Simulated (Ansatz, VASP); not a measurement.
**One calculation of Si, two programs**

```
Si
1.0
     3.84753    0.00000    0.00000
    -1.92376    3.33205    0.00000
     0.00000    0.00000   18.44160
Si
4
Direct
  0.33333 0.66667 0.26954
  0.66667 0.33333 0.24401
  0.00000 0.16667 0.50113
  0.33333 0.83333 0.47560
```

Alike in both runs: task single point; functional PBE; dispersion D3(BJ); k mesh 9 × 9 × 1; occupations gaussian, width 0.1 eV; no spin polarisation.

|  | VASP | Ansatz |
| --- | --- | --- |
| version | VASP 6.6.1 | Ansatz 0.2.0 |
| potentials or method | VASP PAW PBE potentials, release 64 (Si), cutoff 520 eV | scalar-relativistic, plane waves, PAW |
| valence electrons in the cell | 16 | 16 |

Ansatz gave:

```
gap on the k mesh at the Fermi level (eV) : 0.19
least direct gap on the mesh (eV)         : 0.19
rms of the force components (eV/Å)        : 0.114
```

Task: What did VASP give for the same quantities?

Result: gap on the k mesh at the Fermi level (eV): 0.19; least direct gap on the mesh (eV): 0.19; rms of the force components (eV/Å): 0.113.

Atom by atom the forces differ by 0.003 eV/Å (rms over components). Ansatz's warnings: xc potential rough in thin density.
